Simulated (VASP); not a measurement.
NiO: single point with r2SCAN

The system is NiO.

```xyz
4
Lattice="2.0943 2.0943 0.0000 -2.0943 2.0943 0.0000 0.0000 0.0000 4.4399" Properties=species:S:1:pos:R:3 pbc="T T T"
Ni    0.0000    0.0000    0.0000
Ni    0.0000    2.0943    2.2200
O     0.0000    2.0943    0.0000
O     0.0000    0.0000    2.2200
```

```yaml
Program: VASP 6.6.1
Task: single point
Functional: r2SCAN
Potentials_or_basis: VASP PAW PBE potentials, release 64 (Ni, O)
Cutoff: 520 eV
k_mesh: 10 × 10 × 8
Occupations: gaussian, width 0.02 eV
Spin: collinear spin, ferromagnetic start
Starting_moments: "[1.84, 1.84, 0.31, 0.31] μB"
```

| Item | Value |
| --- | --- |
| Pressure | -9.9 GPa |
| Band gap on the k mesh | 0.50 eV |
| Net moment | 4.00 μB per cell |
| Site moments | Ni +1.70; O +0.27 μB |
| Valence electrons inside the program's atomic spheres | Ni 8.83; O 5.01 |

Stress tensor (GPa, compression positive):
```
 -6.64   0.00   0.00
  0.00  -6.64   0.00
  0.00   0.00 -16.51
```

Levels at points of the mesh, in eV from the valence-band top:
Spin up:
```tsv
k point	band 14	band 15	band 16	band 17	band 18	band 19	band 20	band 21	band 22	band 23
(0.00, 0.00, 0.00)	-2.70	-2.70	-2.53	-2.32	-2.32	1.75	6.33	10.51	12.92	17.38
(0.50, 0.00, 0.00)	-1.97	-1.69	-1.69	-0.10	-0.10	7.47	7.47	10.85	10.85	11.35
(0.50, 0.50, 0.00)	-3.23	-2.36	-2.36	-2.21	-2.21	6.30	6.30	11.35	11.35	12.15
(0.00, 0.00, 0.50)	-2.39	-2.12	-2.12	-2.12	-2.12	5.24	5.24	12.54	12.54	14.23
(0.50, 0.00, 0.50)	-1.93	-0.41	-0.41	0.00	0.00	6.06	6.06	10.18	10.18	13.77
(0.50, 0.50, 0.50)	-2.55	-2.21	-2.21	-2.01	-2.01	8.31	8.31	11.33	11.33	11.33
```
Spin down:
```csv
k point,band 10,band 11,band 12,band 13,band 14,band 15,band 16,band 17,band 18,band 19
"(0.00, 0.00, 0.00)",-2.05,-2.05,-1.85,-1.35,-1.35,0.50,0.79,1.11,1.46,2.37
"(0.50, 0.00, 0.00)",-1.71,-1.16,-1.16,-0.79,-0.79,1.24,1.24,3.47,3.47,8.15
"(0.50, 0.50, 0.00)",-2.97,-1.40,-1.40,-1.24,-1.24,1.07,1.07,1.63,1.63,6.94
"(0.00, 0.00, 0.50)",-2.64,-1.23,-1.23,-1.23,-1.23,0.95,0.95,1.64,1.64,6.07
"(0.50, 0.00, 0.50)",-1.47,-1.21,-1.21,-0.99,-0.99,2.92,2.92,3.48,3.48,6.36
"(0.50, 0.50, 0.50)",-1.66,-1.66,-1.66,-1.24,-1.24,1.59,1.59,1.98,1.98,9.07
```

It took 17 min on 1 thread of Oxide Virtual Turin-like Processor (shared host), peak memory 0.26 GiB.

Caveat: the stress differs along the axes, from -17 to -7 GPa; the PAW data sets were made with another functional, which shifts forces and pressure a little. A k mesh can miss the band edges.
